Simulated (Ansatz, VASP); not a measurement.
# One calculation of AlN, two programs

```
Al N
1.0
     3.11383    0.00000    0.00000
    -1.55692    2.69666    0.00000
     0.00000    0.00000    5.00777
Al N
2 2
Direct
  0.33333 0.66667 0.99899
  0.66667 0.33333 0.49899
  0.33333 0.66667 0.38101
  0.66667 0.33333 0.88101
```

Change from the starting cell: z stretched by +0.5 %, x and y held.

Alike in both runs: task relaxation of the atoms; functional PBEsol; k mesh 8 × 8 × 6; no spin polarisation.

```csv
,VASP,Ansatz
version,VASP 6.6.1,Ansatz 0.2.0
potentials or method,"VASP PAW PBE potentials, release 64 (Al, N), cutoff 520 eV","all-electron LAPW, scalar-relativistic"
occupations,"gaussian, width 0.01 eV",fixed
```

```tsv
	VASP	Ansatz	Ansatz less VASP
gap on the k mesh at the Fermi level, each at its own relaxed structure (eV)	4.09	4.09	-0.006
```

VASP's potentials were made for PBE, not for PBEsol. Ansatz ran all-electron here, and VASP with PAW potentials.
